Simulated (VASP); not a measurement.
# Tc: single point with PBEsol

The system is Tc.

```
Tc
1.0
     0.00000    1.91759    1.91759
     1.91759    0.00000    1.91759
     1.91759    1.91759    0.00000
Tc
1
Direct
  0.00000 0.00000 0.00000
```

This isn't the form of Tc at room conditions, which is hcp.

```json
{
 "Program": "VASP 6.6.1",
 "Task": "single point",
 "Functional": "PBEsol",
 "Potentials or basis": "VASP PAW PBE potentials, release 64 (Tc_pv)",
 "Cutoff": "520 eV",
 "k mesh": "8 × 8 × 8",
 "Occupations": "fermi-dirac, width 0.1 eV",
 "Spin": "no spin polarisation"
}
```

| Property | Result |
| --- | --- |
| Pressure | -0.7 GPa |
| Band gap on the k mesh | zero (an odd number of electrons rules out a gap without spin polarisation) |

Levels at points of the mesh, in eV from the Fermi level:
```csv
k point,band 3,band 4,band 5,band 6,band 7,band 8,band 9,band 10,band 11,band 12
"(0.00, 0.00, 0.00)",-38.28,-7.63,-1.86,-1.86,-1.86,0.85,0.85,13.99,19.68,19.68
"(0.50, 0.00, 0.00)",-38.46,-5.70,-2.04,-2.04,1.28,2.95,2.95,11.04,13.65,20.39
"(0.50, 0.50, 0.00)",-38.76,-6.10,-5.50,2.90,3.55,3.55,3.94,13.17,13.17,14.58
```

It took 2.2 s on 1 thread of Intel(R) Xeon(R) 6975P-C (Granite Rapids), on a shared host, peak memory 0.12 GiB.

Caveat: the PAW data sets were made with another functional, which shifts forces and pressure a little.
